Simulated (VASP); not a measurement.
Wanted: the native input for a VASP 6.6.1 run.

```
Task                   : single point
Functional             : r2SCAN
Potentials or basis    : VASP PAW PBE potentials, release 64 (Sn_d, O)
Cutoff                 : 520 eV
k mesh                 : 10 × 10 × 10
Occupations            : fermi-dirac, width 0.05 eV
Spin                   : no spin polarisation
Dipole correction      : no
Further INCAR settings : ALGO = Normal; EDIFF = 1e-06; NBANDS = 20
```

SnO2:

```
Sn O
1.0
     1.58408    0.91457    4.70259
    -1.58408    0.91457    4.70259
     0.00000   -1.82914    4.70259
Sn O
1 2
Direct
  0.50000 0.50000 0.50000
  0.76283 0.76283 0.76283
  0.23717 0.23717 0.23717
```

These files were run (other wordings do the same):

POSCAR

```
SnO2
1.0
    1.5840819130      0.9145701189      4.7025938089
   -1.5840819130      0.9145701189      4.7025938089
    0.0000000000     -1.8291402378      4.7025938089
Sn O
1 2
Direct
    0.5000000000      0.5000000000      0.5000000000
    0.7628300000      0.7628300000      0.7628300000
    0.2371700000      0.2371700000      0.2371700000
```

INCAR.step1

```
PREC = Accurate ; ENCUT = 520
ISMEAR = -1 ; SIGMA = 0.05
LREAL = F ; LASPH = T
NELM = 80 ; NBANDS = 20
GGA = PE ; ALGO = Normal
EDIFF = 1E-4 ; LWAVE = T
LCHARG = F
```

INCAR.step2

```
PREC = Accurate ; ENCUT = 520
EDIFF = 1E-6 ; ISMEAR = -1
SIGMA = 0.05 ; LREAL = F
LASPH = T ; NELM = 80
ALGO = Normal ; ISIF = 2
LWAVE = F ; LCHARG = F
METAGGA = R2SCAN ; LMIXTAU = T
NBANDS = 20 ; ISTART = 1
```

KPOINTS

```
Automatic mesh
0
Gamma
  10 10 10
```

Potentials or basis: VASP PAW PBE potentials, release 64 (Sn_d, O).

Command:

```bash
$ cat potpaw_PBE.64/Sn_d/POTCAR potpaw_PBE.64/O/POTCAR > POTCAR
$ cp INCAR.step1 INCAR
$ mpirun -np 1 vasp_std > vasp.out
$ cp INCAR.step2 INCAR
$ mpirun -np 1 vasp_std > vasp.out
```

It gave:

* Pressure: 3.8 GPa
* Largest force: 0.176 eV/Å
* Band gap on the k mesh: 2.89 eV (least direct gap 3.07 eV)

Caveat: the cell stands under pressure; the PAW data sets were made with another functional, which shifts forces and pressure a little; spin-orbit coupling is left out, which moves the levels of the heavy elements.

Wall time 5.4 min on 1 thread of Intel(R) Xeon(R) 6975P-C (Granite Rapids), on a shared host, peak memory 0.31 GiB.
